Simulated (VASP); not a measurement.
Runs of VASP 6.6.1 on SiGe3. The structure is that of space group Pm-3m (No. 221), or close to it. The cells are those of the table. 

| task | cell | k mesh | cutoff (eV) | gap on the mesh (eV) | pressure (GPa) |
| --- | --- | --- | --- | --- | --- |
| single point | a = 4.210 Å, 4 atoms | 4 × 4 × 4 | 520 | none | (a) |
| single point | a = 4.165 Å, 4 atoms | 12 × 12 × 12 | 520 | none | -0.1 |
| single point | a = 4.053 Å, 4 atoms | 4 × 4 × 4 | 520 | none | 9.7 |
| relaxation of cell and atoms | relaxed from a = 4.053 Å, 4 atoms | 4 × 4 × 4 | 600 | none | 0.1 |

Alike in all rows: level r2SCAN; potentials or basis VASP PAW PBE potentials, release 64 (Si, Ge_d); no spin polarisation; smearing gaussian 0.1 eV.

Question: Fill in the values left out.

Answer: (a) -0.4.

Caveats: some runs use coarse meshes; the PAW data sets were made with another functional, which shifts forces and pressure a little.

A k mesh can miss the band edges, and the runs leave out spin-orbit coupling on Ge.

A gap of «none» marks levels without a gap at the run's occupations.
